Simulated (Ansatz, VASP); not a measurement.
## NaH: VASP beside Ansatz

INCAR

```
SYSTEM = NaH
PREC = Accurate
ENCUT = 520
EDIFF = 1E-7
ISMEAR = 0
SIGMA = 0.05
LREAL = .False.
LASPH = .True.
NELM = 60
ALGO = Normal
ISIF = 2
LWAVE = .False.
LCHARG = .False.
GGA = CA
NBANDS = 11
```

KPOINTS

```
Automatic mesh
0
Gamma
  8 8 8
  0 0 0
```

File POSCAR:

```
NaH
1.0
    0.0000000000      2.3668000000      2.5132000000
    2.3668000000      0.0000000000      2.5132000000
    2.3668000000      2.3668000000      0.0000000000
Na H
1 1
Direct
    0.0000000000      0.0000000000      0.0000000000
    0.5000000000      0.5000000000      0.5000000000
```

Input for Ansatz:

```yaml
crystal:
  lattice:
    - [0.0, 2.3668, 2.5132]
    - [2.3668, 0.0, 2.5132]
    - [2.3668, 2.3668, 0.0]
  atoms:
    - { symbol: Na, position: [0.0, 0.0, 0.0] }
    - { symbol: H, position: [0.5, 0.5, 0.5] }
basis:
  ecutwfc: 420
kpoints:
  mp_grid: { grid: [8, 8, 8] }
hamiltonian:
  xc: lda
scf:
  occupations: { method: gaussian, width: 0.05 }
output:
  forces: true
  stress: true
  eigenvalues: true
```

Change from the starting cell: strain -0.030 along x and y, +0.030 along z, atoms carried along.

Alike in both runs: task single point; functional LDA; k mesh 8 × 8 × 8; occupations gaussian, width 0.05 eV; no spin polarisation.

|  | VASP | Ansatz |
| --- | --- | --- |
| version | VASP 6.6.1 | Ansatz 0.2.0 |
| potentials or method | VASP PAW LDA potentials, release 64 (Na_pv, H), cutoff 520 eV | scalar-relativistic, plane waves, PAW |
| valence electrons in the cell | 8 | 10 |

|  | VASP | Ansatz | Ansatz less VASP |
| --- | --- | --- | --- |
| gap on the k mesh at the Fermi level (eV) | 3.36 | 3.37 | +0.001 |
| least direct gap on the mesh (eV) | 4.28 | 4.28 | 0.000 |
| pressure (GPa) | -2.0 | -1.9 | +0.05 |
| traceless stress, the component that is largest in VASP (GPa) | -1.06 | -1.05 | +0.012 |

LDA's correlation is that of Perdew and Zunger in VASP and of Perdew and Wang (1992) in Ansatz. VASP's potentials hold 8 valence electrons a cell and Ansatz's 10, so a difference there can come from the potentials and not from the codes.
